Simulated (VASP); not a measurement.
# MgAlSb5 (P1) in VASP: single point with r2SCAN

Aim: the single point of MgAlSb5 with r2SCAN.

All numbers are computed with VASP 6.6.1; they aren't measurements. Logs are shortened: lines on timing, memory, paths and dates and some standing lists are left out, and cuts for length are marked.

## (1) The cell of the first run

The typed cell holds 7 atoms: a = 4.519 Å, b = 6.651 Å, c = 6.237 Å, α = 88.18°, β = 109.40°, γ = 68.19°.

## (2) Single point, r2SCAN

POSCAR

```
MgAlSb5
1.0
    0.0974953000     -0.0059285800      4.5176802200
    4.7724623000     -3.9840673100      2.3639621900
    4.4837454700      3.7570859200     -2.1639636200
Mg Al Sb
1 1 5
Direct
    0.9825140000      0.0337260000      0.9605130000
    0.9778960000      0.5121310000      0.5114320000
    0.0501460000      0.7183470000      0.7488870000
    0.9738990000      0.2579720000      0.2418550000
    0.4438810000      0.4954310000      0.4608340000
    0.7499230000      0.7874310000      0.2526720000
    0.1668370000      0.2296030000      0.7535710000
```

INCAR.step1

```
SYSTEM = MgAlSb5
ALGO = Normal
EDIFF = 1E-4
ENCUT = 520
GGA = PE
ISMEAR = -5
LASPH = .TRUE.
LCHARG = .FALSE.
LREAL = .FALSE.
LWAVE = .TRUE.
NBANDS = 24
NELM = 100
PREC = Accurate
SIGMA = 0.1
```

INCAR.step2

```
SYSTEM = MgAlSb5
ALGO = Normal
EDIFF = 1E-7
ENCUT = 520
ISIF = 2
ISMEAR = -1
ISTART = 1
LASPH = .TRUE.
LCHARG = .FALSE.
LMIXTAU = .TRUE.
LORBIT = 11
LREAL = .FALSE.
LWAVE = .FALSE.
METAGGA = R2SCAN
NBANDS = 24
NELM = 100
PREC = Accurate
SIGMA = 0.1
```

KPOINTS

```
Automatic mesh
0
Gamma
  5 3 3
  0.5 0.5 0
```

Potentials or basis: VASP PAW PBE potentials, release 64 (Mg, Al, Sb).

Launch:

```bash
> cat potpaw_PBE.64/Mg/POTCAR potpaw_PBE.64/Al/POTCAR potpaw_PBE.64/Sb/POTCAR > POTCAR
> cp INCAR.step1 INCAR
> mpirun -np 1 vasp_std > vasp.out
> cp INCAR.step2 INCAR
> mpirun -np 1 vasp_std > vasp.out
```

OUTCAR:

```text
SYSTEM = MgAlSb5
   EDIFF = 1E-7
   ENCUT = 520
   ISIF = 2
   ISMEAR = -1
   ISTART = 1
   LASPH = .TRUE.
   LORBIT = 11
   LREAL = .FALSE.
   METAGGA = R2SCAN
   NELM = 100
   PREC = Accurate

 ion  position               nearest neighbor table
   1  0.983  0.034  0.961-   7 2.34   4 2.34   3 2.49   6 3.07   6 3.08   7 3.18
   2  0.978  0.512  0.511-   7 2.08   3 2.08   6 2.08   5 2.19   5 2.37   4 2.42
   3  0.050  0.718  0.749-   2 2.08   1 2.49   6 2.88   5 2.99   7 3.09   5 3.58   7 3.63
   4  0.974  0.258  0.242-   1 2.34   2 2.42   7 3.00   5 3.09   5 3.10   6 3.29   7 3.43   6 3.63
                             6 3.71
   5  0.444  0.495  0.461-   2 2.19   2 2.37   6 2.81   7 2.94   3 2.99   4 3.09   4 3.10   6 3.22
                             7 3.31   3 3.58
   6  0.750  0.787  0.253-   2 2.08   5 2.81   3 2.88   1 3.07   1 3.08   5 3.22   4 3.29   4 3.63
                             7 3.67   4 3.71
   7  0.167  0.230  0.754-   2 2.08   1 2.34   5 2.94   4 3.00   3 3.09   1 3.18   5 3.31   4 3.43
                             3 3.63   6 3.67

  LATTYP: Found a triclinic cell.
 ALAT       =     6.5053366984
 B/A-ratio  =     1.0224110574
 C/A-ratio  =     0.9587788715
 COS(alpha) =     0.0316865777
 COS(beta)  =     0.2631111083
 COS(gamma) =     0.7642853738

  Lattice vectors:

 A1 = (  -4.6749670000,   3.9781387300,   2.1537180300)
 A2 = (  -4.7724623000,   3.9840673100,  -2.3639621900)
 A3 = (  -4.4837454700,  -3.7570859200,   2.1639636200)

Analysis of symmetry for initial positions (statically):
=====================================================================
 Subroutine PRICEL returns:
 Original cell was already a primitive cell.

 Routine SETGRP: Setting up the symmetry group for a
 triclinic supercell.

 Subroutine GETGRP returns: Found  1 space group operations
 (whereof  1 operations were pure point group operations)
 out of a pool of  2 trial point group operations.

The static configuration has the point symmetry C_1 .

Analysis of symmetry for dynamics (positions and initial velocities):
=====================================================================
 Subroutine PRICEL returns:
 Original cell was already a primitive cell.

 Routine SETGRP: Setting up the symmetry group for a
 triclinic supercell.

 Subroutine GETGRP returns: Found  1 space group operations
 (whereof  1 operations were pure point group operations)
 out of a pool of  2 trial point group operations.

[... 121 lines left out ...]
   EMIN   =  10.00;   EMAX   =-10.00  energy-range for DOS
   EFERMI =   0.00;   METHOD = LEGACY
   ISMEAR =    -1;   SIGMA  =   0.10  broadening in eV -4-tet -1-fermi 0-gaus
   EFERMI_NEDOS =   21; number of points for ismear=-14 and -15
   IALGO  =     38    algorithm
   IMIX   =      4    mixing-type and parameters
     AMIX     =   0.40;   BMIX     =  1.00
     AMIX_MAG =   1.60;   BMIX_MAG =  1.00
  volume/ion in A,a.u.               =      23.08       155.75
  Fermi-wavevector in a.u.,A,eV,Ry     =   0.933986  1.764977 11.868756  0.872329
  Thomas-Fermi vector in A             =   2.060744
   LORBIT       =     11    0 simple, 1 ext, 2 COOP (PROOUT), +10 PAW based schemes
   METAGGA = R2SCAN    functional components
   LHFCALC =     F    Hartree Fock is set to
   AEXX    =    0.0000 exact exchange contribution
   IVDW    =     0    specifies the selected vdW correction
   LEPSILON=     F    determine dielectric tensor
   LRPA    =     F    only Hartree local field effects (RPA)
 non-spin polarized calculation
  energy-cutoff  :      520.00
  volume of cell :      161.56
 maximum number of plane-waves:      4374
 NGX is ok and might be reduce to    36

 number of electron      30.0000000 magnetization

 Free energy of the ion-electron system (eV)
  ---------------------------------------------------
  ext. energy  EPLUGINS =         0.00000000
  ---------------------------------------------------
  free energy    TOTEN  =      -124.54744828 eV

  energy without entropy =     -124.41511373  energy(sigma->0) =     -124.48128101

 E-fermi :   8.2485     XC(G=0): -10.4340

 val. band max:        8.2371309545   @ k =   0.1000   0.1667   0.3333
 cond. band min:       8.2593162095   @ k =   0.1000   0.1667   0.0000
 fundamental gap:      0.0221852550
 Fermi energy:         8.2484951323

 k-point     1 :       0.1000    0.1667    0.0000
  band No.  band energies     occupation
      1      -6.9908      2.00000
      2      -3.4500      2.00000
      3      -2.4380      2.00000
      4      -1.3447      2.00000
      5      -0.0583      2.00000
      6       0.9299      2.00000
[... 610 lines left out ...]
     23      13.1653      0.00000
     24      13.7473      0.00000

------------------------ aborting loop because EDIFF is reached ----------------------------------------

  FORCE on cell =-STRESS in cart. coord.  units (eV):
  Direction    XX          YY          ZZ          XY          YZ          ZX
  --------------------------------------------------------------------------------------
  -------------------------------------------------------------------------------------
  Total       49.2082126     55.4015867     37.6271036     -2.9930358    -10.2840999      3.0997896
  in kB      488.0033853    549.4237734    373.1522237    -29.6822731   -101.9885764     30.7409622
  external PRESSURE =     470.1931274 kB  Pullay stress =       0.0000000 kB

 VOLUME and BASIS-vectors are now :
 -----------------------------------------------------------------------------
  energy-cutoff  :      520.00
  volume of cell :      161.56
      direct lattice vectors                 reciprocal lattice vectors
     0.097495300 -0.005928580  4.517680220    -0.001610779  0.129532368  0.221557290
     4.772462300 -3.984067310  2.363962190     0.104981528 -0.126686713 -0.002431841
     4.483745470  3.757085920 -2.163963620     0.111321363  0.132027737 -0.002229147

 POSITION                                       TOTAL-FORCE (eV/Angst)
 -----------------------------------------------------------------------------------
      4.56344      3.46854      2.43990        -1.831678      2.096417     -2.920006
      4.83260     -0.12467      4.52176        -5.516499      0.440589     -3.725795
      6.79099     -0.04861      0.30412         9.802421      0.894783      1.381829
      2.41053     -0.12488      4.48623        -0.522407      0.206859     -0.648241
      4.47396     -0.24507      2.17926        -1.554341     -0.423569      4.090697
      4.96402     -2.19231      4.70260         0.872790    -12.152975      0.394435
      4.49086      1.91549     -0.33421        -1.250286      8.937896      1.427081
 -----------------------------------------------------------------------------------
    total drift:                               -0.002032      0.000382     -0.001743

  FREE ENERGIE OF THE ION-ELECTRON SYSTEM (eV)
  ---------------------------------------------------
  free  energy   TOTEN  =      -124.5474482790 eV

  energy  without entropy=     -124.4151137327  energy(sigma->0) =     -124.48128101

 total charge

# of ion       s       p       d       tot
------------------------------------------
    1        0.223   0.231   0.058   0.512
    2        0.524   0.773   0.000   1.297
    3        1.209   1.453   0.054   2.717
    4        1.198   1.344   0.045   2.587
    5        1.232   1.370   0.093   2.696
    6        1.223   1.361   0.071   2.655
    7        1.220   1.479   0.067   2.766
--------------------------------------------------
tot          6.829   8.011   0.389  15.230
```

OSZICAR.step1:

```text
N       E                     dE             d eps       ncg     rms          rms(c)
DAV:   1     0.162672337956E+03    0.16267E+03   -0.10235E+04  1104   0.998E+02
DAV:   2    -0.130222004122E+01   -0.16397E+03   -0.15532E+03  1336   0.178E+02
DAV:   3    -0.125792584192E+02   -0.11277E+02   -0.10877E+02  1440   0.497E+01
DAV:   4    -0.127844687201E+02   -0.20521E+00   -0.20416E+00  1264   0.759E+00
DAV:   5    -0.127883382871E+02   -0.38696E-02   -0.38688E-02  1552   0.118E+00    0.940E+00
DAV:   6    -0.110190807426E+02    0.17693E+01   -0.39922E+00  1272   0.896E+00    0.526E+00
DAV:   7    -0.109168875458E+02    0.10219E+00   -0.12667E+00  1456   0.464E+00    0.254E+00
DAV:   8    -0.109003256450E+02    0.16562E-01   -0.91350E-02  1264   0.148E+00    0.105E+00
DAV:   9    -0.108993647704E+02    0.96087E-03   -0.97220E-03  1344   0.503E-01    0.470E-01
DAV:  10    -0.108990589238E+02    0.30585E-03   -0.16428E-03  1352   0.185E-01    0.200E-01
DAV:  11    -0.108991745093E+02   -0.11559E-03   -0.14491E-04  1008   0.660E-02    0.830E-02
DAV:  12    -0.108992785076E+02   -0.10400E-03   -0.55270E-05   664   0.357E-02    0.220E-02
DAV:  13    -0.108992410271E+02    0.37481E-04   -0.10999E-05   656   0.182E-02
   1 F= -.10899241E+02 E0= -.10899241E+02  d E =0.000000E+00
```

Run time: 3.9 min. Hardware: 1 thread of Intel Xeon Platinum 8375C at 2.90GHz (Ice Lake), shared host; peak memory 0.35 GiB.

What came out:

| Item | Value |
| --- | --- |
| Free energy | -124.5474 eV |
| Pressure | 47.0 GPa |
| Largest force | 12.191 eV/Å |
| Band gap on the k mesh | zero (bands 15 and 16 overlap by 0.38 eV) |
| Valence electrons inside the program's atomic spheres | Mg 0.51; Al 1.30; Sb 2.72, 2.59, 2.70, 2.65, 2.77 |

Forces in eV/Å, atoms in the order of the input:
```
Mg   -1.832   2.096  -2.920
Al   -5.516   0.441  -3.726
Sb    9.802   0.895   1.382
Sb   -0.522   0.207  -0.648
Sb   -1.554  -0.424   4.091
Sb    0.873 -12.153   0.394
Sb   -1.250   8.938   1.427
```

Levels at points of the mesh, in eV from the Fermi level:
| k point | band 12 | band 13 | band 14 | band 15 | band 16 | band 17 | band 18 | band 19 |
| --- | --- | --- | --- | --- | --- | --- | --- | --- |
| (0.50, 0.50, 0.00) | -2.39 | -1.59 | -1.23 | -0.51 | 0.24 | 1.04 | 2.20 | 3.08 |

Caveat: the k points lie up to 0.36 Å⁻¹ apart; the PAW data sets were made with another functional, which shifts forces and pressure a little; spin-orbit coupling is left out, which moves the levels of the heavy elements.
